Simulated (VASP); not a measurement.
GaN:

```xyz
2
Lattice="0.0000 2.2490 2.2490 2.2490 0.0000 2.2490 2.2490 2.2490 0.0000" Properties=species:S:1:pos:R:3 pbc="T T T"
Ga    0.0000    0.0000    0.0000
N     1.1245    1.1245    1.1245
```

Base run:

```yaml
Program: VASP 6.6.1
Functional: r2SCAN
Potentials_or_basis: VASP PAW PBE potentials, release 64 (Ga_d, N)
Cutoff: 520 eV
k_mesh: 10 × 10 × 10
Occupations: gaussian, width 0.01 eV
Spin: no spin polarisation
```

Its results: band gap on the k mesh 2.16 eV, direct; pressure 1.1 GPa.

Task: After a change of settings the same cell gave: band gap on the k mesh 1.76 eV, direct; pressure 6.2 GPa. Which change was it?
A. potentials or basis from VASP PAW PBE potentials, release 64 (Ga_d, N) to VASP PAW PBE potentials, release 64 (Ga_d, N_h); cutoff from 520 eV to 910 eV; further incar settings from ALGO = Normal; EDIFF = 1e-07; NBANDS = 16 to ALGO = Normal; EDIFF = 1e-06; NBANDS = 16
B. functional from r2SCAN to PBE; occupations from gaussian, width 0.01 eV to fermi-dirac, width 0.02 eV
C. functional from r2SCAN to LDA; potentials or basis from VASP PAW PBE potentials, release 64 (Ga_d, N) to VASP PAW LDA potentials, release 64 (Ga_d, N)

Result: B.

Caveats: the PAW data sets were made with another functional, which shifts forces and pressure a little (some runs).
